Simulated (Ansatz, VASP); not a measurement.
## Two plane-wave programs on KBr

```
CELL_PARAMETERS angstrom
4.04618 0.10510 0.10510
0.10510 4.04618 0.10510
0.10510 0.10510 4.04618
ATOMIC_POSITIONS crystal
K 0.00000 0.00000 0.00000
Br 0.50000 0.50000 0.50000
```

Alike in both runs: task single point; functional PBEsol; k mesh 6 × 6 × 6; occupations gaussian, width 0.05 eV; no spin polarisation.

|  | VASP | Ansatz |
| --- | --- | --- |
| version | VASP 6.6.1 | Ansatz 0.2.0 |
| potentials or method | VASP PAW PBE potentials, release 64 (K_sv, Br), cutoff 520 eV | scalar-relativistic, plane waves, PAW |
| valence electrons in the cell | 16 | 16 |

Ansatz gave:

| Item | Value |
| --- | --- |
| gap on the k mesh at the Fermi level (eV) | 3.73 |
| least direct gap on the mesh (eV) | 3.90 |
| pressure (GPa) | -1.1 |

Problem. Estimate VASP's values.

Solution. gap on the k mesh at the Fermi level (eV): 3.72; least direct gap on the mesh (eV): 3.90; pressure (GPa): -1.1.

VASP's potentials were made for PBE, not for PBEsol.
